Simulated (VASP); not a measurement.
CdBr, 2 atoms in the cell. Symmetry: Fm-3m, No. 225, cubic system. Conventional cell: a = 6.145 Å, b = 6.145 Å, c = 6.145 Å, α = 90.00°, β = 90.00°, γ = 90.00°. Cd (site symmetry m-3m) has 6 Br at 3.07 Å within 4.0 Å. Within 4.0 Å of Br (site symmetry m-3m) lie 6 Cd at 3.07 Å. 

| Property | Result |
| --- | --- |
| Program | VASP 6.6.1 |
| Task | single point |
| Functional | PBE |
| Potentials or basis | VASP PAW PBE potentials, release 64 (Cd, Br) |
| Cutoff | 520 eV |
| k mesh | 8 × 8 × 8 |
| Occupations | fermi-dirac, width 0.05 eV |
| Spin | no spin polarisation |
| Dipole correction | no |
| Further INCAR settings | ALGO = Normal; EDIFF = 1e-06; NBANDS = 16 |

Potentials or basis: VASP PAW PBE potentials, release 64 (Cd, Br).

The run is started by

```bash
$ cat potpaw_PBE.64/Cd/POTCAR potpaw_PBE.64/Br/POTCAR > POTCAR
$ mpirun -np 1 vasp_std > vasp.out
```

Hardware: 1 thread of AMD EPYC 7R43 64-Core Processor (Zen 3), on a shared host.

Problem. Estimate the wall time of this run.

Solution. It took 30 s on 1 thread of AMD EPYC 7R43 64-Core Processor (Zen 3) (shared host), peak memory 0.15 GiB. Counts: scf iterations 12, k points 29.
